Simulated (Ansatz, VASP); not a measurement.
# W in VASP and in Ansatz

Contents of INCAR:

```
SYSTEM = W
  ALGO = Normal
  EDIFF = 1E-6
  EDIFFG = -0.005
  ENCUT = 600
  GGA = PE
  IBRION = 2
  ISIF = 3
  ISMEAR = 0
  LASPH = .True.
  LCHARG = .False.
  LREAL = .False.
  LWAVE = .False.
  NELM = 80
  NSW = 80
  PREC = Accurate
  SIGMA = 0.3
```

Contents of KPOINTS:

```
k-points
0
Gamma
  16 16 16
  0 0 0
```

Contents of POSCAR:

```
W
1.0
   -1.5900000000      1.5900000000      1.5900000000
    1.5900000000     -1.5900000000      1.5900000000
    1.5900000000      1.5900000000     -1.5900000000
W
1
Direct
    0.0000000000      0.0000000000      0.0000000000
```

Input for Ansatz:

```yaml
crystal:
  lattice:
    - [-1.59, 1.59, 1.59]
    - [1.59, -1.59, 1.59]
    - [1.59, 1.59, -1.59]
  atoms:
    - { symbol: W, position: [0.0, 0.0, 0.0] }
scf:
  occupations: { method: gaussian, width: 0.3 }
output:
  forces: true
  stress: true
  eigenvalues: true
hamiltonian:
  xc: pbe
kpoints:
  mp_grid: { grid: [16, 16, 16] }
relax:
  f_tol: 0.005
  max_steps: 60
  cell: { stress_tol: 0.02 }
```

Alike in both runs: task relaxation of cell and atoms; functional PBE; k mesh 16 × 16 × 16; occupations gaussian, width 0.3 eV; no spin polarisation.

|  | VASP | Ansatz |
| --- | --- | --- |
| version | VASP 6.6.1 | Ansatz 0.2.0 |
| potentials or method | VASP PAW PBE potentials, release 64 (W_sv) | scalar-relativistic, plane waves, PAW |
| plane-wave cutoff (eV) | 600 | 420 |
| valence electrons in the cell | 14 | 14 |

```csv
,VASP,Ansatz,Ansatz less VASP
"gap on the k mesh at the Fermi level, each at its own relaxed structure (eV)",none,none,-
relaxed volume (Å³/atom),16.16,16.13,-0.029
relaxed cell length with the largest relative difference (Å),2.759,2.757,-0.0017
```

A gap of «none» marks a metal or a gap that the smearing closes.

Spin-orbit coupling is off throughout.
